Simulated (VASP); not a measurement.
# MgO (series) (Fm-3m) in VASP: a series of runs

Runs on MgO (series). Level: PBE. Tasks: single point.

Program: VASP 6.6.1. These are calculated values, not measurements. Logs are shortened: lines on timing, memory, paths and dates and some standing lists are left out, and cuts for length are marked.

## 1. The cell of the first run

The structure is cubic, space group Fm-3m (No. 225). The conventional cell has a = 4.210 Å, b = 4.210 Å, c = 4.210 Å, α = 90.00°, β = 90.00°, γ = 90.00°. Within 2.8 Å of Mg (site symmetry m-3m) lie 6 O at 2.10 Å. O (site symmetry m-3m) has 6 Mg at 2.10 Å within 2.8 Å.

## 2. Single point, PBE

Contents of INCAR:

```
  PREC = Accurate
  ENCUT = 600
  EDIFF = 1E-6
  ISMEAR = 0
  SIGMA = 0.02
  LREAL = F
  LASPH = T
  NELM = 120
  ALGO = Normal
  ISIF = 2
  LWAVE = F
  LCHARG = T
  GGA = PE
  LELF = T
  LVHAR = T
  NBANDS = 11
  GGA_COMPAT = F
```

Contents of KPOINTS:

```
regular mesh
0
Gamma
  8 8 8
```

Contents of POSCAR:

```
MgO
1.0
    0.0000000000      2.1050000000      2.1050000000
    2.1050000000      0.0000000000      2.1050000000
    2.1050000000      2.1050000000      0.0000000000
Mg O
1 1
Direct
    0.0000000000      0.0000000000      0.0000000000
    0.5000000000      0.5000000000      0.5000000000
```

Potentials or basis: VASP PAW PBE potentials, release 64 (Mg, O).

Launch:

```bash
> cat potpaw_PBE.64/Mg/POTCAR potpaw_PBE.64/O/POTCAR > POTCAR
> mpirun -np 1 vasp_std > vasp.out
```

OUTCAR:

```text
PREC = Accurate
   ENCUT = 600
   EDIFF = 1E-6
   ISMEAR = 0
   LREAL = F
   LASPH = T
   NELM = 120
   ISIF = 2
   GGA = PE

 ion  position               nearest neighbor table
   1  0.000  0.000  0.000-   2 2.10   2 2.10   2 2.10   2 2.10   2 2.10   2 2.10
   2  0.500  0.500  0.500-   1 2.10   1 2.10   1 2.10   1 2.10   1 2.10   1 2.10

  LATTYP: Found a face centered cubic cell.
 ALAT       =     4.2100000000

  Lattice vectors:

 A1 = (   0.0000000000,   2.1050000000,   2.1050000000)
 A2 = (   2.1050000000,   0.0000000000,   2.1050000000)
 A3 = (   2.1050000000,   2.1050000000,   0.0000000000)

Analysis of symmetry for initial positions (statically):
=====================================================================
 Subroutine PRICEL returns:
 Original cell was already a primitive cell.

 Routine SETGRP: Setting up the symmetry group for a
 face centered cubic supercell.

 Subroutine GETGRP returns: Found 48 space group operations
 (whereof 48 operations were pure point group operations)
 out of a pool of 48 trial point group operations.

The static configuration has the point symmetry O_h .

Analysis of symmetry for dynamics (positions and initial velocities):
=====================================================================
 Subroutine PRICEL returns:
 Original cell was already a primitive cell.

 Routine SETGRP: Setting up the symmetry group for a
 face centered cubic supercell.

 Subroutine GETGRP returns: Found 48 space group operations
 (whereof 48 operations were pure point group operations)
 out of a pool of 48 trial point group operations.

The dynamic configuration has the point symmetry O_h .

 Subroutine INISYM returns: Found 48 space group operations
 (whereof 48 operations are pure point group operations),
 and found     1 'primitive' translations

----------------------------------------------------------------------------------------

                                     Primitive cell

  volume of cell :      18.6546

  direct lattice vectors                    reciprocal lattice vectors
     0.000000000  2.105000000  2.105000000    -0.237529691  0.237529691  0.237529691
     2.105000000  0.000000000  2.105000000     0.237529691 -0.237529691  0.237529691
     2.105000000  2.105000000  0.000000000     0.237529691  0.237529691 -0.237529691

  length of vectors
     2.976919549  2.976919549  2.976919549     0.411413493  0.411413493  0.411413493

  position of ions in fractional coordinates (direct lattice)
     0.000000000  0.000000000  0.000000000
     0.500000000  0.500000000  0.500000000

  ion indices of the primitive-cell ions
[... 79 lines left out ...]
   IBRION =     -1    ionic relax: 0-MD 1-quasi-New 2-CG
   NFREE  =      0    steps in history (QN), initial steepest desc. (CG)
   ISIF   =      2    stress and relaxation
   ISYM   =      2    0-nonsym 1-usesym 2-fastsym
   POTIM  = 0.5000    time-step for ionic-motion
   TEBEG  =    0.0;   TEEND  =   0.0 temperature during run
   PSTRESS=    0.0 pullay stress
   NELECT =       8.0000    total number of electrons
   NUPDOWN=      -1.0000    fix difference up-down
   EMIN   =  10.00;   EMAX   =-10.00  energy-range for DOS
   EFERMI =   0.00;   METHOD = LEGACY
   ISMEAR =     0;   SIGMA  =   0.02  broadening in eV -4-tet -1-fermi 0-gaus
   EFERMI_NEDOS =   21; number of points for ismear=-14 and -15
   IALGO  =     38    algorithm
   IMIX   =      4    mixing-type and parameters
     AMIX     =   0.40;   BMIX     =  1.00
     AMIX_MAG =   1.60;   BMIX_MAG =  1.00
  volume/ion in A,a.u.               =       9.33        62.94
  Fermi-wavevector in a.u.,A,eV,Ry     =   1.234552  2.332965 20.736894  1.524119
  Thomas-Fermi vector in A             =   2.369237
   LORBIT       =      0    0 simple, 1 ext, 2 COOP (PROOUT), +10 PAW based schemes
   GGA     = PE    functional components
   LHFCALC =     F    Hartree Fock is set to
   AEXX    =    0.0000 exact exchange contribution
   IVDW    =     0    specifies the selected vdW correction
   LEPSILON=     F    determine dielectric tensor
   LRPA    =     F    only Hartree local field effects (RPA)
 non-spin polarized calculation
 Gauss-broadening in eV      SIGMA  =   0.02
  energy-cutoff  :      600.00
  volume of cell :       18.65
 maximum number of plane-waves:       636
   NGX = 11   NGY = 11   NGZ = 11

 number of electron       8.0000005 magnetization

 Free energy of the ion-electron system (eV)
  ---------------------------------------------------
  ext. energy  EPLUGINS =         0.00000000
  ---------------------------------------------------
  free energy    TOTEN  =       -11.90826344 eV

  energy without entropy =      -11.90826344  energy(sigma->0) =      -11.90826344

 E-fermi :   3.3871     XC(G=0): -11.0852

 val. band max:        3.1960403627   @ k =   0.0000   0.0000   0.0000
 cond. band min:       7.9380777457   @ k =   0.0000   0.0000   0.0000
 fundamental gap:      4.7420373829
 Fermi energy:         3.3870663278

 k-point     1 :       0.0000    0.0000    0.0000
  band No.  band energies     occupation
      1     -14.0740      2.00000
      2       3.1960      2.00000
      3       3.1960      2.00000
      4       3.1960      2.00000
      5       7.9381      0.00000
      6      19.0066      0.00000
      7      19.0066      0.00000
      8      19.0066      0.00000
      9      22.9260      0.00000
     10      24.7032      0.00000
     11      24.7032      0.00000
[... 309 lines left out ...]
 k-point    24 :      -0.3750    0.2500    0.1250
  band No.  band energies     occupation
      1     -12.6359      2.00000
      2      -0.8089      2.00000
      3       1.2590      2.00000
      4       2.2080      2.00000
      5      12.8800      0.00000
      6      15.4097      0.00000
      7      16.7042      0.00000
      8      20.1138      0.00000
      9      23.7417      0.00000
     10      25.2950      0.00000
     11      29.3822      0.00000

 [... further k-points ...]
[... 5 lines left out ...]
  --------------------------------------------------------------------------------------
  -------------------------------------------------------------------------------------
  Total        0.4589463      0.4589463      0.4589463     -0.0000000      0.0000000      0.0000000
  in kB       39.4172364     39.4172364     39.4172364     -0.0000000      0.0000000      0.0000000
  external PRESSURE =      39.4172364 kB  Pullay stress =       0.0000000 kB

 VOLUME and BASIS-vectors are now :
 -----------------------------------------------------------------------------
  energy-cutoff  :      600.00
  volume of cell :       18.65
      direct lattice vectors                 reciprocal lattice vectors
     0.000000000  2.105000000  2.105000000    -0.237529691  0.237529691  0.237529691
     2.105000000  0.000000000  2.105000000     0.237529691 -0.237529691  0.237529691
     2.105000000  2.105000000  0.000000000     0.237529691  0.237529691 -0.237529691

 POSITION                                       TOTAL-FORCE (eV/Angst)
 -----------------------------------------------------------------------------------
      0.00000      0.00000      0.00000        -0.000000      0.000000      0.000000
      2.10500      2.10500      2.10500         0.000000      0.000000     -0.000000
 -----------------------------------------------------------------------------------
    total drift:                               -0.000000     -0.000000      0.000000

  FREE ENERGIE OF THE ION-ELECTRON SYSTEM (eV)
  ---------------------------------------------------
  free  energy   TOTEN  =       -11.9082634408 eV

  energy  without entropy=      -11.9082634408  energy(sigma->0) =      -11.90826344
```

Wall time 19 s (1 thread of AMD EPYC 7R13, shared host); peak memory 0.11 GiB.

Results:

```yaml
Free_energy: -11.9083 eV
Pressure: 3.9 GPa
Band_gap_on_the_k_mesh: 4.74 eV, direct
```

Levels at points of the mesh, in eV from the valence-band top:
```tsv
k point	band 2	band 3	band 4	band 5	band 6	band 7
(0.00, 0.00, 0.00)	0.00	0.00	0.00	4.74	15.81	15.81
(0.50, 0.00, 0.00)	-4.62	-0.65	-0.65	7.91	12.62	16.33
(0.50, 0.50, 0.00)	-4.09	-1.35	-1.35	9.12	9.99	13.11
```

## 3. Single point, PBE

Contents of INCAR:

```
SYSTEM = MgO
PREC = Accurate
ENCUT = 600
EDIFF = 1E-6
ISMEAR = 0
SIGMA = 0.02
LREAL = .FALSE.
LASPH = .TRUE.
NELM = 120
ALGO = Normal
ISIF = 2
LWAVE = .FALSE.
LCHARG = .FALSE.
GGA = PE
NBANDS = 11
GGA_COMPAT = .FALSE.
```

Contents of KPOINTS:

```
Automatic mesh
0
G
  8 8 8
  0 0 0
```

POSCAR is that of step 2.

Potentials or basis: VASP PAW PBE potentials, release 64 (Mg, O).

Launch:

```bash
> cat potpaw_PBE.64/Mg/POTCAR potpaw_PBE.64/O/POTCAR > POTCAR
> mpirun -np 1 vasp_std > vasp.out
```

Run time: 19 s. Hardware: 1 thread of AMD EPYC 7R13, shared host; peak memory 0.11 GiB.

Results (log left out):

```yaml
Free_energy: -11.9083 eV
Pressure: 3.9 GPa
Band_gap_on_the_k_mesh: 4.74 eV, direct
```

Levels at points of the mesh, in eV from the valence-band top:
| k point | band 1 | band 2 | band 3 | band 4 | band 5 | band 6 | band 7 | band 8 | band 9 |
| --- | --- | --- | --- | --- | --- | --- | --- | --- | --- |
| (0.00, 0.00, 0.00) | -17.27 | 0.00 | 0.00 | 0.00 | 4.74 | 15.81 | 15.81 | 15.81 | 19.73 |
| (0.50, 0.00, 0.00) | -15.98 | -4.62 | -0.65 | -0.65 | 7.91 | 12.62 | 16.33 | 16.33 | 20.92 |
| (0.50, 0.50, 0.00) | -15.72 | -4.09 | -1.35 | -1.35 | 9.12 | 9.99 | 13.11 | 19.00 | 19.00 |

## 4. Single point, PBE

Contents of INCAR:

```
  PREC = Accurate
  ENCUT = 600
  EDIFF = 1E-6
  ISMEAR = 0
  SIGMA = 0.02
  LREAL = F
  LASPH = T
  NELM = 120
  ALGO = Normal
  ISIF = 2
  LWAVE = F
  LCHARG = F
  GGA = PE
  NBANDS = 11
  GGA_COMPAT = F
```

Contents of KPOINTS:

```
regular mesh
0
Gamma
  10 10 10
```

POSCAR is that of step 3.

Launch:

```bash
> cat potpaw_PBE.64/Mg/POTCAR potpaw_PBE.64/O/POTCAR > POTCAR
> mpirun -np 1 vasp_std > vasp.out
```

Run time: 27 s. Hardware: 1 thread of AMD EPYC 7R13, shared host; peak memory 0.11 GiB.

Results (log left out):

```
Free energy            : -11.9082 eV
Pressure               : 3.9 GPa
Band gap on the k mesh : 4.74 eV, direct
```

Levels at points of the mesh, in eV from the valence-band top:
| k point | band 2 | band 3 | band 4 | band 5 | band 6 | band 7 |
| --- | --- | --- | --- | --- | --- | --- |
| (0.00, 0.00, 0.00) | 0.00 | 0.00 | 0.00 | 4.74 | 15.81 | 15.81 |
| (0.50, 0.00, 0.00) | -4.62 | -0.65 | -0.65 | 7.91 | 12.62 | 16.33 |
| (0.50, 0.50, 0.00) | -4.09 | -1.35 | -1.35 | 9.12 | 9.99 | 13.11 |

PBE gaps usually lie below the measured ones, often by a third to a half.

## 5. Single point, PBE

Contents of INCAR:

```
PREC = Accurate
ENCUT = 600
EDIFF = 1E-6
ISMEAR = 0
SIGMA = 0.02
LREAL = F
LASPH = T
NELM = 120
ALGO = Normal
ISIF = 2
LWAVE = F
LCHARG = T
GGA = PE
LELF = T
LVHAR = T
NBANDS = 11
GGA_COMPAT = F
```

Contents of KPOINTS:

```
Automatic mesh
0
Gamma
  12 12 12
```

POSCAR is that of step 4.

Launch:

```bash
> cat potpaw_PBE.64/Mg/POTCAR potpaw_PBE.64/O/POTCAR > POTCAR
> mpirun -np 1 vasp_std > vasp.out
```

Run time: 39 s. Hardware: 1 thread of AMD EPYC 7R13, shared host; peak memory 0.12 GiB.

Results (log left out):

```yaml
Free_energy: -11.9082 eV
Pressure: 3.9 GPa
Band_gap_on_the_k_mesh: 4.74 eV, direct
```

Levels at points of the mesh, in eV from the valence-band top:
| k point | band 1 | band 2 | band 3 | band 4 | band 5 | band 6 | band 7 | band 8 | band 9 |
| --- | --- | --- | --- | --- | --- | --- | --- | --- | --- |
| (0.00, 0.00, 0.00) | -17.27 | 0.00 | 0.00 | 0.00 | 4.74 | 15.81 | 15.81 | 15.81 | 19.73 |
| (0.50, 0.00, 0.00) | -15.98 | -4.62 | -0.65 | -0.65 | 7.91 | 12.62 | 16.33 | 16.33 | 20.92 |
| (0.50, 0.50, 0.00) | -15.72 | -4.09 | -1.35 | -1.35 | 9.12 | 9.99 | 13.11 | 19.00 | 19.00 |

A k mesh can miss the band edges. PBE gaps usually lie below the measured ones, often by a third to a half.

## 6. Single point, PBE

Contents of INCAR:

```
SYSTEM = MgO
PREC = Accurate
ENCUT = 600
EDIFF = 1E-6
ISMEAR = 0
SIGMA = 0.02
LREAL = .FALSE.
LASPH = .TRUE.
NELM = 120
ALGO = Normal
ISIF = 2
LWAVE = .FALSE.
LCHARG = .TRUE.
GGA = PE
LELF = .TRUE.
LVHAR = .TRUE.
NBANDS = 11
GGA_COMPAT = .FALSE.
```

Contents of KPOINTS:

```
regular mesh
0
G
  16 16 16
  0 0 0
```

POSCAR is that of step 5.

Potentials or basis: VASP PAW PBE potentials, release 64 (Mg, O).

Launch:

```bash
> cat potpaw_PBE.64/Mg/POTCAR potpaw_PBE.64/O/POTCAR > POTCAR
> mpirun -np 1 vasp_std > vasp.out
```

Run time: 67 s. Hardware: 1 thread of AMD EPYC 7R13, shared host; peak memory 0.14 GiB.

It converged, with:

| Item | Value |
| --- | --- |
| Free energy | -11.9082 eV |
| Pressure | 3.9 GPa |
| Band gap on the k mesh | 4.74 eV, direct |

Levels at points of the mesh, in eV from the valence-band top:
```
           k point  band 1  band 2  band 3  band 4  band 5  band 6  band 7  band 8
(0.00, 0.00, 0.00)  -17.27    0.00    0.00    0.00    4.74   15.81   15.81   15.81
(0.50, 0.00, 0.00)  -15.98   -4.62   -0.65   -0.65    7.91   12.62   16.33   16.33
(0.50, 0.50, 0.00)  -15.72   -4.09   -1.35   -1.35    9.12    9.99   13.11   19.00
```

A k mesh can miss the band edges. Expect the measured gap to be larger: semilocal functionals such as PBE lack the derivative discontinuity.

## 7. The runs side by side

```csv
k mesh,gap on the mesh (eV),pressure (GPa)
8 × 8 × 8,4.74,3.9
10 × 10 × 10,4.74,3.9
12 × 12 × 12,4.74,3.9
16 × 16 × 16,4.74,3.9
```

Alike in all rows: task single point; level PBE; potentials or basis VASP PAW PBE potentials, release 64 (Mg, O); no spin polarisation; cell as given; cutoff (eV) 600; smearing gaussian 0.02 eV.

On the cell as given the gap runs from 4.74 eV (PBE) to 4.74 eV (PBE); the meshes differ, which moves gaps too.

Absolute energies hang on the potentials; compare differences alone.
